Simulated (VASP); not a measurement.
# MnRh (Pm-3m) in VASP: notebook, part 2 of 2

VASP 6.6.1. The steps go on from the part before.

### Step 5. Single point, LDA, collinear spin, ferromagnetic start

This run uses another cell than the first one, of 12.89 Å³/atom.

The input, INCAR:

```
SYSTEM = MnRh
  PREC = Accurate
  ENCUT = 520
  EDIFF = 1E-6
  ISMEAR = 0
  SIGMA = 0.2
  LREAL = .FALSE.
  LASPH = .TRUE.
  NELM = 150
  ALGO = Normal
  ISIF = 2
  LWAVE = .FALSE.
  LCHARG = .FALSE.
  ISPIN = 2
  MAGMOM = 3.53 0.67
  LORBIT = 11
  LMAXMIX = 4
  NBANDS = 25
```

The input, KPOINTS:

```
regular mesh
0
G
  14 14 14
  0 0 0
```

The input, POSCAR:

```
MnRh
1.0
    2.9538933490      0.0000000000      0.0000000000
    0.0000000000      2.9538933490      0.0000000000
    0.0000000000      0.0000000000      2.9538933490
Mn Rh
1 1
Direct
    0.0000000000      0.0000000000      0.0000000000
    0.5000000000      0.5000000000      0.5000000000
```

Command:

```
$ cat potpaw_LDA.64/Mn_pv/POTCAR potpaw_LDA.64/Rh_pv/POTCAR > POTCAR
$ mpirun -np 1 vasp_std > vasp.out
```

It took 2.6 min on 1 thread of Intel Xeon 8259CL, shared host; peak memory 0.23 GiB.

The run converged. Its results:

```yaml
Free_energy: -18.5967 eV
Pressure: -0.1 GPa
Net_moment: 3.92 μB per cell
Site_moments: Mn +3.19; Rh +0.62 μB
Valence_electrons_inside_the_program's_atomic_spheres: Mn 11.72; Rh 13.91
```

Levels at points of the mesh, in eV from the Fermi level:
Spin up:
```
           k point  band 13  band 14  band 15  band 16  band 17  band 18  band 19  band 20
(0.00, 0.00, 0.00)    -1.04    -1.04     0.38     0.38     0.38     8.94     8.94     8.94
(0.50, 0.00, 0.00)    -2.12    -2.12    -1.44    -1.32     0.10     1.06    14.85    16.35
(0.50, 0.50, 0.00)    -0.94    -0.43     0.41     0.41     0.74     0.74     7.77     8.72
(0.50, 0.50, 0.50)    -0.90    -0.90    -0.36    -0.36     8.44     8.44     8.44     8.46
```
Spin down:
```
           k point  band 8  band 9  band 10  band 11  band 12  band 13  band 14  band 15  band 16  band 17
(0.00, 0.00, 0.00)   -5.05   -5.05    -1.85    -1.85    -1.85     1.19     1.19     2.39     2.39     2.39
(0.50, 0.00, 0.00)   -3.70   -3.57    -2.28    -2.28    -0.97    -0.73     0.35     0.35     1.26     1.62
(0.50, 0.50, 0.00)   -4.79   -3.32    -3.32     0.15     0.61     0.91     0.91     1.43     2.14     2.76
(0.50, 0.50, 0.50)   -4.22   -4.22    -1.32    -1.32    -1.32     0.23     0.23     2.19     2.19     9.58
```

### Step 6. Single point, LDA, collinear spin, ferromagnetic start (13.14 Å³/atom)

This run uses another cell than the first one, of 13.14 Å³/atom.

The input, INCAR:

```
SYSTEM = MnRh
ALGO     = Fast           ! electronic algorithm
EDIFF    = 1E-6           ! SCF threshold, eV
ENCUT    = 520            ! plane-wave cutoff, eV
ISIF     = 2              ! what is computed and relaxed
ISMEAR   = 0              ! smearing method
ISPIN    = 2              ! spin polarisation
LASPH    = .True.         ! aspherical terms in the spheres
LCHARG   = .False.        ! write CHGCAR
LMAXMIX  = 4              ! l up to which the mixer works
LORBIT   = 11             ! projections on sites
LREAL    = .False.        ! projectors in reciprocal space
LWAVE    = .False.        ! write WAVECAR
MAGMOM   = 3.52 0.67      ! initial moments
NBANDS   = 25             ! bands
NELM     = 150            ! most SCF steps
PREC     = Accurate       ! precision mode
SIGMA    = 0.2            ! smearing width, eV
```

The input, KPOINTS:

```
k-points
0
Gamma
  14 14 14
  0 0 0
```

The input, POSCAR:

```
MnRh
1.0
    2.9734561268      0.0000000000      0.0000000000
    0.0000000000      2.9734561268      0.0000000000
    0.0000000000      0.0000000000      2.9734561268
Mn Rh
1 1
Direct
    0.0000000000      0.0000000000      0.0000000000
    0.5000000000      0.5000000000      0.5000000000
```

Potentials or basis: VASP PAW LDA potentials, release 64 (Mn_pv, Rh_pv).

Command:

```
$ cat potpaw_LDA.64/Mn_pv/POTCAR potpaw_LDA.64/Rh_pv/POTCAR > POTCAR
$ mpirun -np 1 vasp_std > vasp.out
```

OUTCAR:

```text
SYSTEM = MnRh
   EDIFF = 1E-6
   ENCUT = 520
   ISIF = 2
   ISMEAR = 0
   ISPIN = 2
   LASPH = .True.
   LORBIT = 11
   LREAL = .False.
   NELM = 150
   PREC = Accurate

 ion  position               nearest neighbor table
   1  0.000  0.000  0.000-   2 2.58   2 2.58   2 2.58   2 2.58   2 2.58   2 2.58   2 2.58   2 2.58

   2  0.500  0.500  0.500-   1 2.58   1 2.58   1 2.58   1 2.58   1 2.58   1 2.58   1 2.58   1 2.58

  LATTYP: Found a simple cubic cell.
 ALAT       =     2.9734561268

  Lattice vectors:

 A1 = (   2.9734561268,   0.0000000000,   0.0000000000)
 A2 = (   0.0000000000,   2.9734561268,   0.0000000000)
 A3 = (   0.0000000000,   0.0000000000,   2.9734561268)

[... 1561 lines left out ...]
  energy-cutoff  :      520.00
  volume of cell :       26.29
      direct lattice vectors                 reciprocal lattice vectors
     2.973456127  0.000000000  0.000000000     0.336308981  0.000000000  0.000000000
     0.000000000  2.973456127  0.000000000     0.000000000  0.336308981  0.000000000
     0.000000000  0.000000000  2.973456127     0.000000000  0.000000000  0.336308981

 POSITION                                       TOTAL-FORCE (eV/Angst)
 -----------------------------------------------------------------------------------
      0.00000      0.00000      0.00000         0.000000      0.000000      0.000000
      1.48673      1.48673      1.48673         0.000000      0.000000      0.000000
 -----------------------------------------------------------------------------------
    total drift:                                0.000000      0.000000     -0.000000

  FREE ENERGIE OF THE ION-ELECTRON SYSTEM (eV)
  ---------------------------------------------------
  free  energy   TOTEN  =       -18.5896546336 eV

  energy  without entropy=      -18.5574395469  energy(sigma->0) =      -18.57354709

 total charge

# of ion       s       p       d       tot
------------------------------------------
    1        0.367   6.313   5.009  11.689
    2        0.420   6.297   7.165  13.882
--------------------------------------------------
tot          0.787  12.610  12.174  25.571

 magnetization (x)

# of ion       s       p       d       tot
------------------------------------------
    1        0.013   0.013   3.204   3.231
    2       -0.010  -0.003   0.619   0.606
--------------------------------------------------
tot          0.003   0.010   3.823   3.836
```

stdout:

```text
POSCAR found type information on POSCAR MnRh
 POSCAR found :  2 types and       2 ions
 scaLAPACK will be used
 LDA part: xc-table for (Slater(with rela. corr.)+CA(PZ))
 , standard interpolation
 POSCAR, INCAR and KPOINTS ok, starting setup
 FFT: planning ... GRIDC
 FFT: planning ... GRID_SOFT
 FFT: planning ... GRID
 WAVECAR not read
 entering main loop
```

Wall time 2.7 min (1 thread of Intel Xeon 8259CL, shared host); peak memory 0.23 GiB.

What came out:

- Free energy: -18.5897 eV
- Pressure: -4.4 GPa
- Net moment: 3.96 μB per cell
- Site moments: Mn +3.23; Rh +0.61 μB
- Valence electrons inside the program's atomic spheres: Mn 11.69; Rh 13.88

Caveat: the cell stands under tension.

### Step 7. Summary

| task | cell | k mesh | cutoff (eV) | smearing | gap on the mesh (eV) | pressure (GPa) | moment (μB) |
| --- | --- | --- | --- | --- | --- | --- | --- |
| relaxation of cell and atoms | relaxed from a = 3.044 Å, 2 atoms | 6 × 6 × 6 | 500 | gaussian 0.1 eV | none | -0.2 | 3.97 |
| single point | a = 2.954 Å, 2 atoms | 14 × 14 × 14 | 500 | gaussian 0.1 eV | none | -0.2 | 3.93 |
| single point | a = 2.934 Å, 2 atoms | 14 × 14 × 14 | 520 | gaussian 0.2 eV | none | 4.7 | 3.89 |
| single point | a = 2.954 Å, 2 atoms | 14 × 14 × 14 | 520 | gaussian 0.2 eV | none | -0.1 | 3.92 |
| single point | a = 2.973 Å, 2 atoms | 14 × 14 × 14 | 520 | gaussian 0.2 eV | none | -4.4 | 3.96 |

Alike in all rows: level LDA; potentials or basis VASP PAW LDA potentials, release 64 (Mn_pv, Rh_pv); spin collinear, ferromagnetic start.

Caveats: the cell stands under pressure (at least some runs); the cell stands under tension (at least some runs).

Total energies depend on the potentials used, so only differences within one code and one set of settings carry meaning.
